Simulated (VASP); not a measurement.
# Nb2Te6Mo (P-3m1) in VASP: a series of runs, part 2 of 2

VASP 6.6.1.

### Step 3. Single point, PBE

This run uses another cell than the first one, of 28.75 Å³/atom.

INCAR reads:

```
PREC     = Accurate       # precision mode
ENCUT    = 520            # plane-wave cutoff, eV
EDIFF    = 1E-6           # SCF threshold, eV
ISMEAR   = 0              # smearing method
SIGMA    = 0.1            # smearing width, eV
LREAL    = False          # projectors in reciprocal space
LASPH    = True           # aspherical terms in the spheres
NELM     = 60             # most SCF steps
ALGO     = Normal         # electronic algorithm
ISIF     = 2              # what is computed and relaxed
LWAVE    = False          # write WAVECAR
LCHARG   = True           # write CHGCAR
GGA      = PE             # functional
LELF     = True           # ELF
LVHAR    = True         
NBANDS   = 48             # bands
```

KPOINTS reads:

```
Automatic mesh
0
Gamma
  6 6 1
```

POSCAR reads:

```
Nb2Te6Mo
1.0
    3.6184999970      0.0000000000      0.0000000000
   -1.8092499985      3.1337129210      0.0000000000
    0.0000000000      0.0000000000     22.8216884264
Nb Te Mo
2 6 1
Direct
    0.0000000000      0.0000000000      0.8322994891
    0.0000000000      0.0000000000      0.1677005109
    0.6666666667      0.3333333333      0.0854304267
    0.6666666667      0.3333333333      0.4206181079
    0.6666666667      0.3333333333      0.7501455094
    0.3333333333      0.6666666667      0.9145695733
    0.3333333333      0.6666666667      0.2498544906
    0.3333333333      0.6666666667      0.5793818921
    0.0000000000      0.0000000000      0.5000000000
```

Potentials or basis: VASP PAW PBE potentials, release 64 (Nb_sv, Te, Mo_sv).

Run with:

```sh
$ cat potpaw_PBE.64/Nb_sv/POTCAR potpaw_PBE.64/Te/POTCAR potpaw_PBE.64/Mo_sv/POTCAR > POTCAR
$ mpirun -np 1 vasp_std > vasp.out
```

OUTCAR:

```text
PREC = Accurate
   ENCUT = 520
   EDIFF = 1E-6
   ISMEAR = 0
   LREAL = False
   LASPH = True
   NELM = 60
   ISIF = 2
   GGA = PE

 ion  position               nearest neighbor table
   1  0.000  0.000  0.832-   5 2.81   5 2.81   5 2.81   6 2.81   6 2.81   6 2.81
   2  0.000  0.000  0.168-   7 2.81   7 2.81   7 2.81   3 2.81   3 2.81   3 2.81
   3  0.667  0.333  0.085-   2 2.81   2 2.81   2 2.81
   4  0.667  0.333  0.421-   9 2.77   9 2.77   9 2.77
[... 557 lines left out ...]
  Total       -0.1506470     -0.1506470     -0.0155738      0.0000000      0.0000000      0.0000000
  in kB       -0.9326859     -0.9326859     -0.0964207      0.0000000      0.0000000      0.0000000
  external PRESSURE =      -0.6539308 kB  Pullay stress =       0.0000000 kB

 VOLUME and BASIS-vectors are now :
 -----------------------------------------------------------------------------
  energy-cutoff  :      520.00
  volume of cell :      258.78
      direct lattice vectors                 reciprocal lattice vectors
     3.618499997  0.000000000  0.000000000     0.276357607  0.159555139  0.000000000
    -1.809249998  3.133712921  0.000000000     0.000000000  0.319110278  0.000000000
     0.000000000  0.000000000 22.821688426     0.000000000  0.000000000  0.043817967

 POSITION                                       TOTAL-FORCE (eV/Angst)
 -----------------------------------------------------------------------------------
      0.00000      0.00000     18.99448        -0.000000     -0.000000     -0.004670
      0.00000      0.00000      3.82721         0.000000      0.000000      0.004670
      1.80925      1.04457      1.94967        -0.000000      0.000000      0.007574
      1.80925      1.04457      9.59922         0.000000      0.000000     -0.013943
      1.80925      1.04457     17.11959         0.000000     -0.000000      0.011523
     -0.00000      2.08914     20.87202         0.000000     -0.000000     -0.007574
     -0.00000      2.08914      5.70210        -0.000000      0.000000     -0.011523
     -0.00000      2.08914     13.22247        -0.000000     -0.000000      0.013943
      0.00000      0.00000     11.41084        -0.000000      0.000000      0.000000
 -----------------------------------------------------------------------------------
    total drift:                               -0.000000     -0.000000      0.000000

  FREE ENERGIE OF THE ION-ELECTRON SYSTEM (eV)
  ---------------------------------------------------
  free  energy   TOTEN  =       -53.0431147146 eV

  energy  without entropy=      -53.0063244861  energy(sigma->0) =      -53.02471960
```

OSZICAR:

```text
N       E                     dE             d eps       ncg     rms          rms(c)
DAV:   1     0.611775769926E+03    0.61178E+03   -0.36910E+04   760   0.141E+03
DAV:   2    -0.215469382293E+01   -0.61393E+03   -0.59562E+03   928   0.402E+02
DAV:   3    -0.506109534119E+02   -0.48456E+02   -0.46952E+02   944   0.968E+01
[... 11 lines left out ...]
DAV:  15    -0.530431181538E+02    0.90583E-06   -0.22933E-04   848   0.732E-02    0.977E-02
DAV:  16    -0.530431070044E+02    0.11149E-04   -0.10994E-04  1064   0.535E-02    0.594E-02
DAV:  17    -0.530431125745E+02   -0.55701E-05   -0.15978E-05   896   0.142E-02    0.404E-02
DAV:  18    -0.530431149243E+02   -0.23498E-05   -0.77676E-06   808   0.136E-02    0.209E-02
DAV:  19    -0.530431147146E+02    0.20975E-06   -0.41628E-06   688   0.739E-03
   1 F= -.53043115E+02 E0= -.53024720E+02  d E =-.367902E-01
```

stdout:

```text
POSCAR found type information on POSCAR NbTeMo
 POSCAR found :  3 types and       9 ions
 scaLAPACK will be used
 LDA part: xc-table for (Slater+PW92), standard interpolation
 POSCAR, INCAR and KPOINTS ok, starting setup
 FFT: planning ... GRIDC
 FFT: planning ... GRID_SOFT
 FFT: planning ... GRID
 WAVECAR not read
 entering main loop
```

Wall time 2.6 min (1 thread of AMD EPYC 7R13 (Zen 3), shared host); peak memory 0.38 GiB.

Results:

```
Free energy            : -53.0431 eV
Pressure               : -0.1 GPa
Largest force          : 0.014 eV/Å
Band gap on the k mesh : zero (bands 38 and 39 overlap by 0.74 eV)
```

Forces in eV/Å, atoms in the order of the input:
```
Nb   0.000  0.000 -0.005
Nb   0.000  0.000  0.005
Te   0.000  0.000  0.008
Te   0.000  0.000 -0.014
Te   0.000  0.000  0.012
Te   0.000  0.000 -0.008
Te   0.000  0.000 -0.012
Te   0.000  0.000  0.014
Mo   0.000  0.000  0.000
```

Stress tensor (GPa, compression positive):
```
-0.09  0.00  0.00
 0.00 -0.09  0.00
 0.00  0.00 -0.01
```

Levels at points of the mesh, in eV from the Fermi level:
| k point | band 35 | band 36 | band 37 | band 38 | band 39 | band 40 | band 41 | band 42 |
| --- | --- | --- | --- | --- | --- | --- | --- | --- |
| (0.00, 0.00, 0.00) | -0.08 | 0.09 | 0.09 | 0.09 | 0.09 | 0.87 | 0.87 | 1.18 |
| (0.50, 0.00, 0.00) | -1.19 | -1.07 | -0.99 | -0.61 | -0.54 | 0.28 | 0.80 | 1.61 |

Caveat: spin-orbit coupling is left out, which moves the levels of the heavy elements; this functional lacks dispersion, which binds layers or chains, so the pressure and a relaxed spacing across them are unreliable.
